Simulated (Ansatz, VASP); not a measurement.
**One calculation of SnTe, two programs**

```xyz
2
Lattice="0.0000 3.1341 3.1341 3.1341 0.0000 3.1341 3.1341 3.1341 0.0000" Properties=species:S:1:pos:R:3 pbc="T T T"
Sn    0.0000    0.0000    0.0000
Te    1.5671    1.5671    1.5671
```

Change from the starting cell: volume scaled by 0.72, PAW files.

Alike in both runs: task single point; functional LDA; k mesh 12 × 12 × 12; occupations fermi-dirac, width 0.1 eV; no spin polarisation.

|  | VASP | Ansatz |
| --- | --- | --- |
| version | VASP 6.6.1 | Ansatz 0.2.0 |
| potentials or method | VASP PAW LDA potentials, release 64 (Sn_d, Te) | PAW with Ansatz's default frozen-core files, scalar-relativistic |
| plane-wave cutoff (eV) | 520 | 420 |
| valence electrons in the cell | 20 | 30 |

|  | VASP | Ansatz | Ansatz less VASP |
| --- | --- | --- | --- |
| pressure (GPa) | 17.7 | 17.6 | -0.05 |

LDA's correlation is that of Perdew and Zunger in VASP and of Perdew and Wang (1992) in Ansatz. VASP's potentials hold 20 valence electrons a cell and Ansatz's 30, so a difference there can come from the potentials and not from the codes.

Spin-orbit coupling is off throughout.
